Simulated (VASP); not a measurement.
Runs of VASP 6.6.1 on GdN. The structure is that of space group F-43m (No. 216), or close to it. The cells are those of the table. The cell was generated, and may not be a known phase.

```csv
task,cell,k mesh,cutoff (eV),smearing,gap on the mesh (eV),pressure (GPa),moment (μB)
relaxation of cell and atoms,"relaxed from a = 3.912 Å, angles 60.0°, 2 atoms",6 × 6 × 6,600,gaussian 0.1 eV,1.19,-0.1,7.00
single point,"a = 3.912 Å, angles 60.0°, 2 atoms",6 × 6 × 6,520,gaussian 0.1 eV,1.08,-9.2,7.00
single point,"a = 3.776 Å, angles 60.0°, 2 atoms",6 × 6 × 6,520,gaussian 0.1 eV,1.18,0.0,7.00
single point,"a = 3.774 Å, angles 60.0°, 2 atoms",10 × 10 × 10,520,gaussian 0.02 eV,1.19,(a),7.00
relaxation of cell and atoms,"relaxed from a = 3.776 Å, angles 60.0°, 2 atoms",10 × 10 × 10,600,gaussian 0.02 eV,1.18,-0.1,7.00
```

Alike in all rows: level PBE; potentials or basis VASP PAW PBE potentials, release 64 (Gd, N); spin collinear, ferromagnetic start.

Task: Fill in the values left out.

Result: (a) 0.1.

Caveats: spin-orbit coupling is left out, which moves the levels of the heavy elements; a cell with one magnetic atom can't hold antiferromagnetic order, which such compounds often take; semilocal functionals describe open f shells poorly, which spoils levels, moments and volumes; the cell stands under tension (at least some runs); the relaxation stopped at its first step, so nothing moved (at least some runs).

A k mesh can miss the band edges, and the runs leave out spin-orbit coupling on Gd.
